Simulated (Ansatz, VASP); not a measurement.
**Ba2Te2H: VASP beside Ansatz**

```
Ba Te H
1.0
     5.66322    0.00000    0.00000
     0.00000    5.66322    0.00000
     0.00000    0.00000    8.00900
Ba Te H
2 2 1
Direct
  0.50000 0.00000 0.75000
  0.00000 0.50000 0.25000
  0.00000 0.00000 0.50000
  0.50000 0.50000 0.00000
  0.00000 0.00000 0.00000
```

Change from the starting cell: ordered mixture with vacancies on the anion sites of fluorite (P-4m2, No. 115).

Alike in both runs: task single point; functional PBE; k mesh 4 × 4 × 2; occupations gaussian, width 0.1 eV; no spin polarisation.

|  | VASP | Ansatz |
| --- | --- | --- |
| version | VASP 6.6.1 | Ansatz 0.2.0 |
| potentials or method | VASP PAW PBE potentials, release 64 (Ba_sv, Te, H), cutoff 520 eV | scalar-relativistic, plane waves, PAW |
| valence electrons in the cell | 33 | 53 |

VASP gave:

* gap on the k mesh at the Fermi level (eV): none
* pressure (GPa): -1.4
* traceless stress, the component that is largest in VASP (GPa): -0.21
* rms of the force components (eV/Å): 0.160

What did Ansatz give for the same quantities?

gap on the k mesh at the Fermi level (eV): none; pressure (GPa): -1.5; traceless stress, the component that is largest in VASP (GPa): -0.20; rms of the force components (eV/Å): 0.157.

Atom by atom the forces differ by 0.002 eV/Å (rms over components). A gap of «none» marks a metal or a gap that the smearing closes. The functional is the same, so the differences come from potentials, cutoffs and numerics. VASP's potentials hold 33 valence electrons a cell and Ansatz's 53, so a difference there can come from the potentials and not from the codes.

The k mesh is coarse, so the values compare programs but aren't converged. Spin-orbit coupling is off throughout.
